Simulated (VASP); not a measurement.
# MgI2 in VASP: further runs

Runs on MgI2. Level: PBE+D3(BJ). Tasks: single point.

Everything below comes from runs of VASP 6.6.1. Logs are shortened: lines on timing, memory, paths and dates and some standing lists are left out, and cuts for length are marked.

### Step 1. The cell of the first run

The cell holds a slab with vacuum, 3 atoms: a = 4.138 Å, b = 4.138 Å, c = 21.326 Å, α = 90.00°, β = 90.00°, γ = 120.00°.

### Step 2. Single point, PBE+D3(BJ)

Contents of INCAR:

```
SYSTEM = MgI2
ALGO = Normal
DIPOL = 0.5 0.5 0.500
EDIFF = 1E-6
ENCUT = 520
GGA = PE
IDIPOL = 3
ISIF = 2
ISMEAR = 0
IVDW = 12
LASPH = .True.
LCHARG = .False.
LDIPOL = .True.
LREAL = .False.
LWAVE = .False.
NBANDS = 15
NELM = 100
PREC = Accurate
SIGMA = 0.05
```

Contents of KPOINTS:

```
k-points
0
Gamma
  9 9 1
  0 0 0
```

Contents of POSCAR:

```
MgI2
1.0
    4.1376793489      0.0000000000      0.0000000000
   -2.0688396744      3.5833354288      0.0000000000
    0.0000000000      0.0000000000     21.3262859737
I Mg
2 1
Direct
    0.3333333333      0.6666666667      0.4211305225
    0.6666666667      0.3333333333      0.5788694808
    0.0000000000      0.0000000000      0.4999999967
```

Potentials or basis: VASP PAW PBE potentials, release 64 (I, Mg).

Started as:

```sh
> cat potpaw_PBE.64/I/POTCAR potpaw_PBE.64/Mg/POTCAR > POTCAR
> mpirun -np 1 vasp_std > vasp.out
```

OUTCAR:

```text
SYSTEM = MgI2
   EDIFF = 1E-6
   ENCUT = 520
   GGA = PE
   ISIF = 2
   ISMEAR = 0
   IVDW = 12
   LASPH = .True.
   LREAL = .False.
   NELM = 100
   PREC = Accurate
 IVDW          = 12

 ion  position               nearest neighbor table
   1  0.333  0.667  0.421-   3 2.92   3 2.92   3 2.92
   2  0.667  0.333  0.579-   3 2.92   3 2.92   3 2.92
   3  0.000  0.000  0.500-   1 2.92   1 2.92   1 2.92   2 2.92   2 2.92   2 2.92

  LATTYP: Found a hexagonal cell.
 ALAT       =     4.1376793489
 C/A-ratio  =     5.1541659407

  Lattice vectors:

 A1 = (   4.1376793489,   0.0000000000,   0.0000000000)
 A2 = (  -2.0688396744,   3.5833354288,   0.0000000000)
 A3 = (   0.0000000000,   0.0000000000,  21.3262859737)

Analysis of symmetry for initial positions (statically):
=====================================================================
 Subroutine PRICEL returns:
 Original cell was already a primitive cell.

 Routine SETGRP: Setting up the symmetry group for a
 hexagonal supercell.

 Subroutine GETGRP returns: Found 12 space group operations
 (whereof 12 operations were pure point group operations)
 out of a pool of 24 trial point group operations.

The static configuration has the point symmetry D_3d.

Analysis of symmetry for dynamics (positions and initial velocities):
=====================================================================
 Subroutine PRICEL returns:
 Original cell was already a primitive cell.

 Routine SETGRP: Setting up the symmetry group for a
 hexagonal supercell.

 Subroutine GETGRP returns: Found 12 space group operations
 (whereof 12 operations were pure point group operations)
 out of a pool of 24 trial point group operations.

The dynamic configuration has the point symmetry D_3d.

 Subroutine INISYM returns: Found 12 space group operations
 (whereof 12 operations are pure point group operations),
 and found     1 'primitive' translations

----------------------------------------------------------------------------------------

                                     Primitive cell

  volume of cell :     316.1983

  direct lattice vectors                    reciprocal lattice vectors
     4.137679349  0.000000000  0.000000000     0.241681367  0.139534802  0.000000000
    -2.068839674  3.583335429  0.000000000     0.000000000  0.279069604  0.000000000
     0.000000000  0.000000000 21.326285974     0.000000000  0.000000000  0.046890490

  length of vectors
     4.137679349  4.137679349 21.326285974     0.279069604  0.279069604  0.046890490

  position of ions in fractional coordinates (direct lattice)
     0.333333333  0.666666667  0.421130523
[... 86 lines left out ...]
     AMIX     =   0.40;   BMIX     =  1.00
     AMIX_MAG =   1.60;   BMIX_MAG =  1.00
  volume/ion in A,a.u.               =     105.40       711.27
  Fermi-wavevector in a.u.,A,eV,Ry     =   0.605520  1.144266  4.988633  0.366654
  Thomas-Fermi vector in A             =   1.659274
   LORBIT       =      0    0 simple, 1 ext, 2 COOP (PROOUT), +10 PAW based schemes
   GGA     = PE    functional components
   LHFCALC =     F    Hartree Fock is set to
   AEXX    =    0.0000 exact exchange contribution
   IVDW    =    12    specifies the selected vdW correction
   LEPSILON=     F    determine dielectric tensor
   LRPA    =     F    only Hartree local field effects (RPA)
 non-spin polarized calculation
 Gauss-broadening in eV      SIGMA  =   0.05
  energy-cutoff  :      520.00
  volume of cell :      316.20
 maximum number of plane-waves:      8569
 NGX is ok and might be reduce to    32
   NGX = 15   NGY = 15   NGZ = 79

 number of electron      16.0000001 magnetization

 dipolmoment           0.000000      0.000000     -0.000000 electrons x Angstroem

 Free energy of the ion-electron system (eV)
  ---------------------------------------------------
  ext. energy  EPLUGINS =         0.00000000
  ---------------------------------------------------
  free energy    TOTEN  =        -7.72374871 eV

  energy without entropy =       -7.72374871  energy(sigma->0) =       -7.72374871

 E-fermi :  -3.3600     XC(G=0):  -3.0984

 val. band max:       -3.5696463272   @ k =   0.0000   0.0000   0.0000
 cond. band min:       0.1076543837   @ k =   0.4444   0.0000   0.0000
 fundamental gap:      3.6773007109
 Fermi energy:        -3.3599965861

 k-point     1 :       0.0000    0.0000    0.0000
  band No.  band energies     occupation
      1     -15.4775      2.00000
      2     -14.9572      2.00000
      3      -6.6259      2.00000
      4      -4.2990      2.00000
      5      -3.8407      2.00000
      6      -3.8407      2.00000
      7      -3.5696      2.00000
      8      -3.5696      2.00000
      9       0.4949      0.00000
     10       1.3620      0.00000
     11       2.4209      0.00000
     12       2.4246      0.00000
     13       3.1088      0.00000
     14       3.1762      0.00000
[... 185 lines left out ...]
      2     -14.6628      2.00000
      3      -6.7203      2.00000
      4      -6.0331      2.00000
      5      -6.0331      2.00000
      6      -5.5459      2.00000
      7      -4.3774      2.00000
      8      -4.3774      2.00000
      9       0.8352      0.00000
     10       2.8192      0.00000
     11       2.8192      0.00000
     12       4.4445      0.00000
     13       4.4545      0.00000
     14       4.8334      0.00000
     15       4.8334      0.00000

------------------------ aborting loop because EDIFF is reached ----------------------------------------

 vacuum level on the upper side and lower side of the slab       (xc-potential included)        -0.170        -0.170

 Edisp (eV)   -0.70359

 E8    (eV) :    -0.3325

  FORCE on cell =-STRESS in cart. coord.  units (eV):
  Direction    XX          YY          ZZ          XY          YZ          ZX
  --------------------------------------------------------------------------------------
  -------------------------------------------------------------------------------------
  Total      -0.11381    -0.11381    -0.07590    -0.00000     0.00000    -0.00000
  in kB      -0.57665    -0.57665    -0.38457    -0.00000     0.00000    -0.00000
  external pressure =       -0.51 kB  Pullay stress =        0.00 kB

 VOLUME and BASIS-vectors are now :
 -----------------------------------------------------------------------------
  energy-cutoff  :      520.00
  volume of cell :      316.20
      direct lattice vectors                 reciprocal lattice vectors
     4.137679349  0.000000000  0.000000000     0.241681367  0.139534802  0.000000000
    -2.068839674  3.583335429  0.000000000     0.000000000  0.279069604  0.000000000
     0.000000000  0.000000000 21.326285974     0.000000000  0.000000000  0.046890490

 POSITION                                       TOTAL-FORCE (eV/Angst)
 -----------------------------------------------------------------------------------
     -0.00000      2.38889      8.98115         0.000000     -0.000000      0.020900
      2.06884      1.19445     12.34514        -0.000000      0.000000     -0.020900
      0.00000      0.00000     10.66314         0.000000      0.000000      0.000000
 -----------------------------------------------------------------------------------
    total drift:                               -0.000000      0.000000     -0.000052

  FREE ENERGIE OF THE ION-ELECTRON SYSTEM (eV)
  ---------------------------------------------------
  free  energy   TOTEN  =        -8.4273384380 eV

  energy  without entropy=       -8.4273384380  energy(sigma->0) =       -8.42733844

 vacuum level on the upper side and lower side of the slab         2.627         2.627
```

stdout:

```text
POSCAR found type information on POSCAR I Mg
 POSCAR found :  2 types and       3 ions
 scaLAPACK will be used
 LDA part: xc-table for (Slater+PW92), standard interpolation
 POSCAR, INCAR and KPOINTS ok, starting setup
 FFT: planning ... GRIDC
 FFT: planning ... GRID_SOFT
 FFT: planning ... GRID
 WAVECAR not read
 entering main loop
```

It took 1.8 min on 1 thread of Intel Xeon Platinum 8488C (Sapphire Rapids), shared host; peak memory 0.41 GiB.

Results:

| Quantity | Value |
| --- | --- |
| Free energy | -8.4273 eV |
| Largest force | 0.021 eV/Å |
| Band gap on the k mesh | 3.68 eV (least direct gap 4.06 eV) |
| Dispersion energy per atom | -0.235 eV |

Forces on the atoms (eV/Å):
```
I    0.000  0.000  0.021
I    0.000  0.000 -0.021
Mg   0.000  0.000  0.000
```

Levels at points of the mesh, in eV from the valence-band top:
```tsv
k point	band 5	band 6	band 7	band 8	band 9	band 10	band 11	band 12
(0.00, 0.00, 0.00)	-0.27	-0.27	0.00	0.00	4.06	4.93	5.99	5.99
```

Caveat: spin-orbit coupling is left out, which moves the levels of the heavy elements.

(Continued in part 2 of 2.)
